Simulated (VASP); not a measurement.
# LiSi32 (a cell with a defect) in VASP: single point with LDA

Aim: the single point of LiSi32 (a cell with a defect) with LDA.

Program: VASP 6.6.1. These are calculated values, not measurements. Logs are shortened: lines on timing, memory, paths and dates and some standing lists are left out, and cuts for length are marked.

### 1 The cell of the first run

The cell holds a defect, 33 atoms: a = 9.356 Å, b = 9.356 Å, c = 9.356 Å, α = 109.47°, β = 109.47°, γ = 109.47°.

### 2 Single point, LDA

Contents of INCAR:

```
SYSTEM = LiSi32
PREC = Accurate
ENCUT = 520
EDIFF = 1E-6
ISMEAR = 0
SIGMA = 0.02
LREAL = Auto
LASPH = .TRUE.
NELM = 60
ALGO = Normal
ISIF = 2
LWAVE = .FALSE.
LCHARG = .FALSE.
NELECT = 130.0
NBANDS = 88
```

Contents of KPOINTS:

```
Automatic mesh
0
Gamma
  2 2 2
  0.5 0.5 0.5
```

Contents of POSCAR:

```
LiSi32
1.0
   -5.4019422872     -5.4019422872      5.4019422872
    5.4019422872     -5.4019422872     -5.4019422872
    5.4019422872      5.4019422872      5.4019422872
Si Li
32 1
Direct
    0.2493635490      0.7490013378      0.7490014304
   -0.0000018512      0.7414662703     -0.0000122178
    0.4996384368      0.4996314023      0.7506555577
    0.2509891680      0.5003542904     -0.0000088857
   -0.0000008330      0.5003566970      0.2510103640
    0.7490117970      0.7490032816      0.2493634564
    0.4996365856      0.7506676829      0.4996294585
   -0.0000017586     -0.0000128657      0.7414492394
    0.7490118896      0.2493652150      0.7490036518
    0.5003628984      0.2510287833     -0.0000080527
    0.2586027258      0.2585920815      0.2585928219
   -0.0000008330      0.2510249884      0.5003570672
    0.7506391747      0.4996369558      0.4996368633
    0.7414092538     -0.0000124029     -0.0000116625
    0.5003612324     -0.0000081452      0.2510146218
    0.2509895382     -0.0000090708      0.5003529946
    0.2499940629      0.7499997750      0.5000001585
   -0.0000000926      0.7490551148      0.7490515050
    0.5063986904      0.5064237740      0.5064134999
    0.2500017453      0.5000042311      0.7500035699
    0.0000013884      0.4936546631      0.0000152723
    0.7490578916      0.7490638154     -0.0000001851
    0.5000001585      0.7499840399      0.2499796237
    0.0000014809      0.0000257315      0.4936411495
    0.7499963503      0.2500002644      0.5000012692
    0.5000000660      0.2499837888      0.7499799673
    0.2509397413      0.2509435362      0.0000039800
    0.0000019437      0.2509330770      0.2509296523
    0.7500041253      0.5000051567      0.2500037816
    0.7490626121      0.0000031470      0.7490650186
    0.4936118082      0.0000268422      0.0000165681
    0.2509445544      0.0000074047      0.2509449246
    0.0000329511      0.0001103307      0.0000923742
```

Potentials or basis: VASP PAW LDA potentials, release 64 (Si, Li_sv).

Launch:

```
> cat potpaw_LDA.64/Si/POTCAR potpaw_LDA.64/Li_sv/POTCAR > POTCAR
> mpirun -np 1 vasp_std > vasp.out
```

OUTCAR:

```text
SYSTEM = LiSi32
   PREC = Accurate
   ENCUT = 520
   EDIFF = 1E-6
   ISMEAR = 0
   LREAL = Auto
   LASPH = .TRUE.
   NELM = 60
   ISIF = 2
   NELECT = 130.0

 ion  position               nearest neighbor table
   1  0.249  0.749  0.749-  31 2.33  18 2.33  20 2.33  17 2.33
   2  1.000  0.741  1.000-  21 2.32  18 2.37  22 2.37  32 2.37  33 2.42
   3  0.500  0.500  0.751-  19 2.33  22 2.33  26 2.33  20 2.33
   4  0.251  0.500  1.000-  21 2.33  27 2.33  20 2.33  23 2.33
   5  1.000  0.500  0.251-  21 2.33  28 2.33  29 2.33  17 2.33
   6  0.749  0.749  0.249-  24 2.33  22 2.33  29 2.33  23 2.33
   7  0.500  0.751  0.500-  19 2.33  30 2.33  23 2.33  17 2.33
   8  1.000  1.000  0.741-  24 2.32  18 2.37  30 2.37  27 2.37  33 2.42
   9  0.749  0.249  0.749-  21 2.33  30 2.33  25 2.33  26 2.33
  10  0.500  0.251  1.000-  31 2.33  27 2.33  26 2.33  29 2.33
  11  0.259  0.259  0.259-  19 2.32  32 2.37  27 2.37  28 2.37  33 2.42
  12  1.000  0.251  0.500-  24 2.33  28 2.33  25 2.33  20 2.33
  13  0.751  0.500  0.500-  19 2.33  18 2.33  25 2.33  29 2.33
  14  0.741  1.000  1.000-  31 2.32  22 2.37  30 2.37  28 2.37  33 2.42
  15  0.500  1.000  0.251-  31 2.33  32 2.33  23 2.33  25 2.33
  16  0.251  1.000  0.500-  24 2.33  32 2.33  17 2.33  26 2.33
  17  0.250  0.750  0.500-  16 2.33   5 2.33   7 2.33   1 2.33
  18  1.000  0.749  0.749-  13 2.33   1 2.33   2 2.37   8 2.37  33 2.71
  19  0.506  0.506  0.506-  11 2.32   7 2.33   3 2.33  13 2.33
  20  0.250  0.500  0.750-   4 2.33  12 2.33   3 2.33   1 2.33
  21  0.000  0.494  0.000-   2 2.32   5 2.33   4 2.33   9 2.33
  22  0.749  0.749  1.000-   3 2.33   6 2.33   2 2.37  14 2.37  33 2.71
  23  0.500  0.750  0.250-  15 2.33   4 2.33   7 2.33   6 2.33
  24  0.000  0.000  0.494-   8 2.32  12 2.33  16 2.33   6 2.33
  25  0.750  0.250  0.500-   9 2.33  12 2.33  15 2.33  13 2.33
  26  0.500  0.250  0.750-  10 2.33   3 2.33   9 2.33  16 2.33
  27  0.251  0.251  0.000-   4 2.33  10 2.33   8 2.37  11 2.37  33 2.71
  28  0.000  0.251  0.251-   5 2.33  12 2.33  14 2.37  11 2.37  33 2.71
  29  0.750  0.500  0.250-   6 2.33   5 2.33  10 2.33  13 2.33
  30  0.749  0.000  0.749-   7 2.33   9 2.33   8 2.37  14 2.37  33 2.71
  31  0.494  0.000  0.000-  14 2.32  10 2.33  15 2.33   1 2.33
  32  0.251  0.000  0.251-  16 2.33  15 2.33   2 2.37  11 2.37  33 2.71
  33  0.000  0.000  0.000-  11 2.42  14 2.42   8 2.42   2 2.42  28 2.71  27 2.71  32 2.71  30 2.71
                            22 2.71  18 2.71

  LATTYP: Found a body centered cubic cell.
 ALAT       =    10.8038845744

  Lattice vectors:

 A1 = (  -5.4019422872,  -5.4019422872,   5.4019422872)
 A2 = (   5.4019422872,  -5.4019422872,  -5.4019422872)
 A3 = (   5.4019422872,   5.4019422872,   5.4019422872)

Analysis of symmetry for initial positions (statically):
=====================================================================
 Subroutine PRICEL returns:
 Original cell was already a primitive cell.

 Routine SETGRP: Setting up the symmetry group for a
 body centered cubic supercell.

 Subroutine GETGRP returns: Found  1 space group operations
 (whereof  1 operations were pure point group operations)
 out of a pool of 48 trial point group operations.

The static configuration has the point symmetry C_1 .

Analysis of symmetry for dynamics (positions and initial velocities):
=====================================================================
 Subroutine PRICEL returns:
 Original cell was already a primitive cell.

 Routine SETGRP: Setting up the symmetry group for a
 body centered cubic supercell.

 Subroutine GETGRP returns: Found  1 space group operations
 (whereof  1 operations were pure point group operations)
 out of a pool of 48 trial point group operations.

The dynamic configuration has the point symmetry C_1 .

 Subroutine INISYM returns: Found  1 space group operations
 (whereof  1 operations are pure point group operations),
 and found     1 'primitive' translations

----------------------------------------------------------------------------------------

                                     Primitive cell

  volume of cell :     630.5359

  direct lattice vectors                    reciprocal lattice vectors
    -5.401942287 -5.401942287  5.401942287     0.000000000 -0.092559301  0.092559301
     5.401942287 -5.401942287 -5.401942287     0.092559301 -0.092559301  0.000000000
     5.401942287  5.401942287  5.401942287     0.092559301  0.000000000  0.092559301

  length of vectors
     9.356438501  9.356438501  9.356438501     0.130898618  0.130898618  0.130898618

  position of ions in fractional coordinates (direct lattice)
     0.249363549  0.749001338  0.749001430
     0.999998149  0.741466270  0.999987782
     0.499638437  0.499631402  0.750655558
     0.250989168  0.500354290  0.999991114
     0.999999167  0.500356697  0.251010364
     0.749011797  0.749003282  0.249363456
[... 25 lines left out ...]
     0.250944554  0.000007405  0.250944925
     0.000032951  0.000110331  0.000092374

  ion indices of the primitive-cell ions
   primitive index   ion index
                 1           1
                 2           2
                 3           3
                 4           4
                 5           5
                 6           6
[... 25 lines left out ...]
                32          32
                33          33

----------------------------------------------------------------------------------------

 KPOINTS: Automatic mesh

Automatic generation of k-mesh.
 Grid dimensions read from file:
 generate k-points for:    2    2    2

 Generating k-lattice:

  Cartesian coordinates                     Fractional coordinates (reciprocal lattice)
     0.000000000 -0.046279650  0.046279650     0.500000000  0.000000000  0.000000000
     0.046279650 -0.046279650  0.000000000     0.000000000  0.500000000  0.000000000
     0.046279650  0.000000000  0.046279650     0.000000000  0.000000000  0.500000000

  Length of vectors
     0.065449309  0.065449309  0.065449309

  Shift w.r.t. Gamma in fractional coordinates (k-lattice)
     0.500000000  0.500000000  0.500000000

 Subroutine IBZKPT returns following result:
 ===========================================

 Found      4 irreducible k-points:

 Following reciprocal coordinates:
            Coordinates               Weight
  0.250000  0.250000  0.250000      2.000000
 -0.250000  0.250000  0.250000      2.000000
  0.250000 -0.250000  0.250000      2.000000
  0.250000  0.250000 -0.250000      2.000000
   k-points           NKPTS =      4   k-points in BZ     NKDIM =      4   number of bands    NBANDS=     88
   number of dos      NEDOS =    301   number of ions     NIONS =     33
   total plane-waves  NPLWV = 343000
   dimension x,y,z NGX =    70 NGY =   70 NGZ =   70
   dimension x,y,z NGXF=   140 NGYF=  140 NGZF=  140
   ions per type =              32   1
   NGX,Y,Z   is equivalent  to a cutoff of  12.44, 12.44, 12.44 a.u.
   NGXF,Y,Z  is equivalent  to a cutoff of  24.88, 24.88, 24.88 a.u.
 SYSTEM =  LiSi32
   PREC   = accura    normal or accurate (medium, high low for compatibility)
   ISTART =      0    job   : 0-new  1-cont  2-samecut
   ICHARG =      2    charge: 1-file 2-atom 10-const
   ISPIN  =      1    spin polarized calculation?
   LNONCOLLINEAR =      F non collinear calculations
   LSORBIT =      F    spin-orbit coupling
   LASPH  =      T    aspherical Exc in radial PAW
   ENCUT  =  520.0 eV  38.22 Ry    6.18 a.u.  17.40 17.40 17.40*2*pi/ulx,y,z
   NELM   =     60;   NELMIN=  2; NELMDL= -5     # of ELM steps
   EDIFF  = 0.1E-05   stopping-criterion for ELM
   LREAL  =      T    real-space projection
   EDIFFG = 0.1E-04   stopping-criterion for IOM
   NSW    =      0    number of steps for IOM
   IBRION =     -1    ionic relax: 0-MD 1-quasi-New 2-CG
   NFREE  =      0    steps in history (QN), initial steepest desc. (CG)
   ISIF   =      2    stress and relaxation
   ISYM   =      2    0-nonsym 1-usesym 2-fastsym
   POTIM  = 0.5000    time-step for ionic-motion
   TEBEG  =    0.0;   TEEND  =   0.0 temperature during run
   PSTRESS=    0.0 pullay stress
   NELECT =     130.0000    total number of electrons
   NUPDOWN=      -1.0000    fix difference up-down
   EMIN   =  10.00;   EMAX   =-10.00  energy-range for DOS
   EFERMI =   0.00;   METHOD = LEGACY
   ISMEAR =     0;   SIGMA  =   0.02  broadening in eV -4-tet -1-fermi 0-gaus
   EFERMI_NEDOS =   21; number of points for ismear=-14 and -15
   IALGO  =     38    algorithm
   IMIX   =      4    mixing-type and parameters
     AMIX     =   0.40;   BMIX     =  1.00
     AMIX_MAG =   1.60;   BMIX_MAG =  1.00
  volume/ion in A,a.u.               =      19.11       128.94
  Fermi-wavevector in a.u.,A,eV,Ry     =   0.967133  1.827616 12.726147  0.935345
  Thomas-Fermi vector in A             =   2.096993
   LORBIT       =      0    0 simple, 1 ext, 2 COOP (PROOUT), +10 PAW based schemes
   GGA     = CA    functional components
   LHFCALC =     F    Hartree Fock is set to
   AEXX    =    0.0000 exact exchange contribution
   IVDW    =     0    specifies the selected vdW correction
   LEPSILON=     F    determine dielectric tensor
   LRPA    =     F    only Hartree local field effects (RPA)
 non-spin polarized calculation
 Gauss-broadening in eV      SIGMA  =   0.02
  energy-cutoff  :      520.00
  volume of cell :      630.54
 maximum number of plane-waves:     17028
 NGX is ok and might be reduce to    70
   NGX = 35   NGY = 35   NGZ = 35

 number of electron     129.9999987 magnetization

 Free energy of the ion-electron system (eV)
  ---------------------------------------------------
  ext. energy  EPLUGINS =         0.00000000
  ---------------------------------------------------
  free energy    TOTEN  =      -199.29814302 eV

  energy without entropy =     -199.29814302  energy(sigma->0) =     -199.29814302

 E-fermi :   5.4002     XC(G=0):  -9.6936

 val. band max:        5.2915253184   @ k =   0.2500   0.2500   0.2500
 cond. band min:       6.5234555292   @ k =  -0.2500   0.2500   0.2500
 fundamental gap:      1.2319302108
 Fermi energy:         5.4001805916

 k-point     1 :       0.2500    0.2500    0.2500
  band No.  band energies     occupation
      1     -39.4548      2.00000
      2      -5.2663      2.00000
      3      -5.2184      2.00000
      4      -5.2183      2.00000
      5      -5.2183      2.00000
      6      -3.3712      2.00000
[... 69 lines left out ...]
     76       7.4842      0.00000
     77       7.5113      0.00000

 k-point     2 :      -0.2500    0.2500    0.2500
  band No.  band energies     occupation
      1     -39.4548      2.00000
      2      -5.7615      2.00000
      3      -4.7124      2.00000
      4      -4.7123      2.00000
      5      -4.7123      2.00000
      6      -4.6497      2.00000
[... 69 lines left out ...]
     76       8.3349      0.00000
     77       8.3789      0.00000

 k-point     3 :       0.2500   -0.2500    0.2500
  band No.  band energies     occupation
      1     -39.4548      2.00000
      2      -5.7615      2.00000
      3      -4.7124      2.00000
      4      -4.7124      2.00000
      5      -4.7122      2.00000
      6      -4.6497      2.00000
[... 69 lines left out ...]
     76       8.3350      0.00000
     77       8.3789      0.00000

 k-point     4 :       0.2500    0.2500   -0.2500
  band No.  band energies     occupation
      1     -39.4548      2.00000
      2      -5.7615      2.00000
      3      -4.7124      2.00000
      4      -4.7124      2.00000
      5      -4.7122      2.00000
      6      -4.6497      2.00000
[... 69 lines left out ...]
     76       8.3350      0.00000
     77       8.3789      0.00000
 [bands above 77 left out]

------------------------ aborting loop because EDIFF is reached ----------------------------------------

  FORCE on cell =-STRESS in cart. coord.  units (eV):
  Direction    XX          YY          ZZ          XY          YZ          ZX
  --------------------------------------------------------------------------------------
  -------------------------------------------------------------------------------------
  Total       -6.5408563     -6.5407311     -6.5409827     -0.0007132     -0.0003720      0.0004105
  in kB      -16.6201669    -16.6198488    -16.6204879     -0.0018123     -0.0009453      0.0010430
  external PRESSURE =     -16.6201679 kB  Pullay stress =       0.0000000 kB

 VOLUME and BASIS-vectors are now :
 -----------------------------------------------------------------------------
  energy-cutoff  :      520.00
  volume of cell :      630.54
      direct lattice vectors                 reciprocal lattice vectors
    -5.401942287 -5.401942287  5.401942287     0.000000000 -0.092559301  0.092559301
     5.401942287 -5.401942287 -5.401942287     0.092559301 -0.092559301  0.000000000
     5.401942287  5.401942287  5.401942287     0.092559301  0.000000000  0.092559301

 POSITION                                       TOTAL-FORCE (eV/Angst)
 -----------------------------------------------------------------------------------
      6.74508     -1.34705      1.34705        -0.000986      0.001077     -0.001177
      4.00530     -4.00541      6.79845        -0.000656      0.000884      0.001117
      4.05496     -1.34300      4.05504         0.001250      0.000637      0.000854
      6.74895      1.34318      4.05484        -0.000990     -0.001206      0.001415
     -1.34310     -6.74889      4.05498         0.001101      0.000922      0.000979
      1.34700     -6.74514      1.34709        -0.000932      0.001172     -0.001423
[... 25 lines left out ...]
      0.00004     -0.00004      2.71114         0.000119     -0.000042     -0.001541
      0.00092     -0.00027      0.00008        -0.001455      0.000437     -0.000263
 -----------------------------------------------------------------------------------
    total drift:                               -0.000011     -0.000350     -0.000072

  FREE ENERGIE OF THE ION-ELECTRON SYSTEM (eV)
  ---------------------------------------------------
  free  energy   TOTEN  =      -199.2981430155 eV

  energy  without entropy=     -199.2981430155  energy(sigma->0) =     -199.29814302
```

Run time: 9.5 min. Hardware: 1 thread of Oxide Virtual Turin-like, shared host; peak memory 0.53 GiB.

Results:

- Free energy: -199.2981 eV
- Largest force: 0.004 eV/Å

Forces in eV/Å, atoms in the order of the input:
```
Si  -0.001  0.001 -0.001
Si  -0.001  0.001  0.001
Si   0.001  0.001  0.001
Si  -0.001 -0.001  0.001
Si   0.001  0.001  0.001
Si  -0.001  0.001 -0.001
Si   0.001 -0.001  0.000
Si  -0.001 -0.001 -0.001
Si  -0.001  0.001 -0.001
Si   0.001  0.000 -0.001
Si   0.001 -0.001  0.001
Si   0.001 -0.001 -0.001
Si  -0.001 -0.001  0.001
Si   0.001  0.000 -0.001
Si   0.001  0.001  0.001
Si  -0.001 -0.001  0.001
Si   0.000  0.000  0.000
Si   0.002  0.000  0.000
Si  -0.003  0.002 -0.002
Si   0.000  0.000  0.000
Si   0.001 -0.002 -0.002
Si   0.000 -0.001  0.000
Si   0.001  0.000  0.000
Si   0.001  0.002  0.002
Si   0.000  0.000  0.000
Si   0.001  0.000  0.000
Si   0.000  0.001  0.000
Si  -0.001  0.000  0.000
Si   0.000  0.000  0.000
Si   0.000  0.000  0.001
Si  -0.003 -0.002  0.002
Si   0.000  0.000 -0.002
Li  -0.001  0.000  0.000
```

Levels at points of the mesh, in eV from the Fermi level:
```tsv
k point	band 62	band 63	band 64	band 65	band 66	band 67	band 68	band 69
(0.25, 0.25, 0.25)	-0.14	-0.11	-0.11	-0.11	1.90	1.90	1.90	2.00
```

Caveat: the cell carries a net charge on a neutralising background, which shifts energy and pressure; the cell is charged against a uniform background, so pressure and absolute levels hang on convention; the cutoff is under 1.25 times the usual one of these potentials, so pressure, stress and relaxed cells hold a basis-set (Pulay) error.
